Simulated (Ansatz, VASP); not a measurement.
**PbSe: VASP beside Ansatz**

The input POSCAR:

```
PbSe
1.0
    0.0000000000      2.9981702236      2.9981702236
    2.9981702236      0.0000000000      2.9981702236
    2.9981702236      2.9981702236      0.0000000000
Pb Se
1 1
Direct
    0.0000000000      0.0000000000      0.0000000000
    0.5000000000      0.5000000000      0.5000000000
```

File INCAR.step1:

```
SYSTEM = PbSe
PREC = Accurate
ENCUT = 520
EDIFF = 1E-5
ISMEAR = -1
SIGMA = 0.05
LREAL = .False.
LASPH = .True.
NELM = 100
ALGO = Normal
ISIF = 2
LWAVE = .True.
LCHARG = .False.
NBANDS = 17
GGA = PE
```

The input INCAR.step2:

```
SYSTEM = PbSe
PREC = Accurate
ENCUT = 520
EDIFF = 1E-6
ISMEAR = -1
SIGMA = 0.05
LREAL = .False.
LASPH = .True.
NELM = 100
ALGO = Normal
ISIF = 2
LWAVE = .False.
LCHARG = .False.
METAGGA = R2SCAN
LHFCALC = .True.
AEXX = 0.1
LMIXTAU = .True.
PRECFOCK = Normal
NBANDS = 17
ISTART = 1
```

File KPOINTS:

```
regular mesh
0
Gamma
  4 4 4
  0 0 0
```

input.yaml

```yaml
crystal:
  lattice:
    - [0.0, 2.9981702236, 2.9981702236]
    - [2.9981702236, 0.0, 2.9981702236]
    - [2.9981702236, 2.9981702236, 0.0]
  atoms:
    - { symbol: Pb, position: [0.0, 0.0, 0.0] }
    - { symbol: Se, position: [0.5, 0.5, 0.5] }
hamiltonian:
  xc: r2scanh
  pseudopotentials: { kind: paw }
kpoints:
  mp_grid: { grid: [4, 4, 4] }
scf:
  occupations: { method: fermi_dirac, width: 0.05 }
output:
  forces: true
  stress: true
  eigenvalues: true
```

Alike in both runs: task single point; functional r2SCANh; k mesh 4 × 4 × 4; occupations fermi-dirac, width 0.05 eV; no spin polarisation.

```csv
,VASP,Ansatz
version,VASP 6.6.1,Ansatz 0.2.0
potentials or method,"VASP PAW PBE potentials, release 64 (Pb_d, Se)",Ansatz PAW
plane-wave cutoff (eV),520,500
valence electrons in the cell,20,30
```

Ansatz gave:

```
gap on the k mesh at the Fermi level (eV) : 0.69
least direct gap on the mesh (eV)         : 0.69
pressure (GPa)                            : 5.5
```

Problem. Which values does VASP return?

Solution. gap on the k mesh at the Fermi level (eV): 0.72; least direct gap on the mesh (eV): 0.72; pressure (GPa): 5.4.

VASP's potentials were made for PBE, not for r2SCANh. With one functional, cell and mesh, what is left measures potentials, basis and numerics. VASP's potentials hold 20 valence electrons a cell and Ansatz's 30, so a difference there can come from the potentials and not from the codes.

The k mesh is coarse, so the values compare programs but aren't converged. Spin-orbit coupling is off throughout.
